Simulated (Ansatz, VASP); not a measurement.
**One calculation of MoS2, two programs**

File INCAR:

```
  PREC = Accurate
  ENCUT = 500
  EDIFF = 1E-6
  ISMEAR = 0
  SIGMA = 0.05
  LREAL = F
  LASPH = T
  NELM = 120
  ALGO = Normal
  ISIF = 2
  LWAVE = F
  LCHARG = F
  GGA = PE
  IVDW = 12
  NBANDS = 20
  GGA_COMPAT = F
```

The input KPOINTS:

```
Automatic mesh
0
Gamma
  12 12 6
```

The input POSCAR:

```
MoS2
1.0
    3.1742288152      0.0000000000      0.0000000000
   -1.5871144076      2.7489627914      0.0000000000
    0.0000000000      0.0000000000      7.0648810740
Mo S
1 2
Direct
    0.0000000000      0.0000000000      0.0000000000
    0.3333333333      0.6666666667      0.2357940733
    0.3333333333      0.6666666667      0.7642059267
```

Input for Ansatz:

```yaml
crystal:
  lattice:
    - [3.1742288152, 0.0, 0.0]
    - [-1.5871144076, 2.7489627914, 0.0]
    - [0.0, 0.0, 7.064881074]
  atoms:
    - { symbol: Mo, position: [0.0, 0.0, 0.0] }
    - { symbol: S, position: [0.3333333333, 0.6666666667, 0.2357940733] }
    - { symbol: S, position: [0.3333333333, 0.6666666667, 0.7642059267] }
basis:
  ecutwfc: 420
kpoints:
  mp_grid: { grid: [12, 12, 6] }
hamiltonian:
  xc: pbe
  dispersion: d3bj
scf:
  occupations: { method: gaussian, width: 0.05 }
output:
  forces: true
  stress: true
  eigenvalues: true
```

Alike in both runs: task single point; functional PBE; dispersion D3(BJ); k mesh 12 × 12 × 6; occupations gaussian, width 0.05 eV; no spin polarisation.

```csv
,VASP,Ansatz
version,VASP 6.6.1,Ansatz 0.2.0
potentials or method,"VASP PAW PBE potentials, release 64 (Mo_sv, S), cutoff 500 eV","scalar-relativistic, plane waves, PAW"
valence electrons in the cell,26,26
```

|  | VASP | Ansatz | Ansatz less VASP |
| --- | --- | --- | --- |
| gap on the k mesh at the Fermi level (eV) | 1.29 | 1.29 | 0.000 |
| least direct gap on the mesh (eV) | 1.83 | 1.82 | -0.003 |
| pressure (GPa) | -9.6 | -9.6 | +0.07 |
| traceless stress, the component that is largest in VASP (GPa) | -6.31 | -6.28 | +0.030 |
| rms of the force components (eV/Å) | 0.805 | 0.802 | -0.0035 |

Atom by atom the forces differ by 0.003 eV/Å (rms over components).
